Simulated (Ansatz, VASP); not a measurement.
## W: VASP beside Ansatz

POSCAR

```
W
1.0
   -1.6771650000      1.6771650000      1.6771650000
    1.6771650000     -1.6771650000      1.6771650000
    1.6771650000      1.6771650000     -1.6771650000
W
1
Direct
    0.0000000000      0.0000000000      0.0000000000
```

Contents of INCAR.step1:

```
SYSTEM = W
ALGO = Normal
EDIFF = 1E-4
ENCUT = 520
GGA = PE
ISMEAR = 0
LASPH = .TRUE.
LCHARG = .FALSE.
LREAL = .FALSE.
LWAVE = .TRUE.
NBANDS = 13
NELM = 100
PREC = Accurate
SIGMA = 0.15
```

Contents of INCAR.step2:

```
SYSTEM = W
ALGO = Normal
EDIFF = 1E-7
ENCUT = 520
ISIF = 2
ISMEAR = 0
ISTART = 1
LASPH = .TRUE.
LCHARG = .FALSE.
LMIXTAU = .TRUE.
LREAL = .FALSE.
LWAVE = .FALSE.
METAGGA = R2SCAN
NBANDS = 13
NELM = 100
PREC = Accurate
SIGMA = 0.15
```

Contents of KPOINTS:

```
k-points
0
G
  20 20 20
  0 0 0
```

Input for Ansatz:

```yaml
crystal:
  lattice:
    - [-1.677165, 1.677165, 1.677165]
    - [1.677165, -1.677165, 1.677165]
    - [1.677165, 1.677165, -1.677165]
  atoms:
    - { symbol: W, position: [0.0, 0.0, 0.0] }
basis:
  ecutwfc: 500
kpoints:
  mp_grid: { grid: [20, 20, 20] }
hamiltonian:
  xc: r2scan
scf:
  occupations: { method: gaussian, width: 0.15 }
output:
  forces: true
  stress: true
  eigenvalues: true
```

Change from the starting cell: strain +0.050 along x and y, +0.050 along z, atoms carried along.

Alike in both runs: task single point; functional r2SCAN; k mesh 20 × 20 × 20; occupations gaussian, width 0.15 eV; no spin polarisation.

|  | VASP | Ansatz |
| --- | --- | --- |
| version | VASP 6.6.1 | Ansatz 0.2.0 |
| potentials or method | VASP PAW PBE potentials, release 64 (W_sv), cutoff 520 eV | scalar-relativistic, plane waves, PAW |
| valence electrons in the cell | 14 | 14 |

Ansatz gave:

```
gap on the k mesh at the Fermi level (eV) : none
pressure (GPa)                            : -38.2
```

Question: Which values does VASP return?

Answer: gap on the k mesh at the Fermi level (eV): none; pressure (GPa): -37.7.

VASP's potentials were made for PBE, not for r2SCAN. A gap of «none» marks a metal or a gap that the smearing closes. Both programs put the cell under strong tension, so it lies far from rest at this level.

Spin-orbit coupling is off throughout. Noted on VASP's run: the cell as given lies far from equilibrium.
